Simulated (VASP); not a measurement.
Al: single point with PBE

Al, a slab with vacuum:

```
Al
1.0
     5.71352    0.00000    0.00000
     0.00000    8.08013    0.00000
     0.00000    0.00000   19.74328
Al
17
Direct
  0.25000 0.25000 0.20260
  0.25000 0.75000 0.20260
  0.75000 0.25000 0.20260
  0.75000 0.75000 0.20260
  0.00000 0.00000 0.27495
  0.00000 0.50000 0.27495
  0.50000 0.00000 0.27495
  0.50000 0.50000 0.27495
  0.25000 0.25000 0.34955
  0.25000 0.75000 0.34955
  0.75000 0.25000 0.34955
  0.75000 0.75000 0.34955
  0.00000 0.00000 0.41752
  0.00000 0.50000 0.41752
  0.50000 0.00000 0.41752
  0.50000 0.50000 0.41752
  0.25000 0.16667 0.50498
```

* Program: VASP 6.6.1
* Task: single point
* Functional: PBE
* Potentials or basis: VASP PAW PBE potentials, release 64 (Al)
* Cutoff: 520 eV
* k mesh: 5 × 4 × 1
* Occupations: gaussian, width 0.1 eV
* Spin: no spin polarisation
* Dipole correction: yes
* Further INCAR settings: LREAL = Auto; ALGO = Normal; EDIFF = 1e-06; NBANDS = 40

The largest force is 0.764 eV/Å and the band gap on the k mesh is zero (an odd number of electrons rules out a gap without spin polarisation).

Forces on the atoms (eV/Å):
```
Al   0.000 -0.013  0.266
Al   0.000 -0.025  0.237
Al   0.000  0.023  0.172
Al   0.000 -0.040  0.198
Al  -0.029 -0.015 -0.183
Al  -0.031  0.005 -0.171
Al   0.029 -0.015 -0.183
Al   0.031  0.005 -0.171
Al   0.000 -0.064 -0.047
Al   0.000 -0.007  0.059
Al   0.000 -0.005 -0.171
Al   0.000  0.080  0.028
Al  -0.472 -0.234 -0.176
Al  -0.045 -0.113  0.159
Al   0.472 -0.234 -0.176
Al   0.045 -0.113  0.159
Al   0.000  0.764  0.001
```

Levels at points of the mesh, in eV from the Fermi level:
```csv
k point,band 24,band 25,band 26,band 27,band 28,band 29
"(0.00, 0.00, 0.00)",-0.75,-0.55,-0.41,-0.16,0.17,0.59
"(0.00, 0.50, 0.00)",-0.84,-0.57,-0.56,0.08,0.23,0.24
```

Run time: 5.7 min on 1 thread of AMD EPYC 9R45 96-Core Processor (Zen 5) (shared host), peak memory 0.75 GiB.
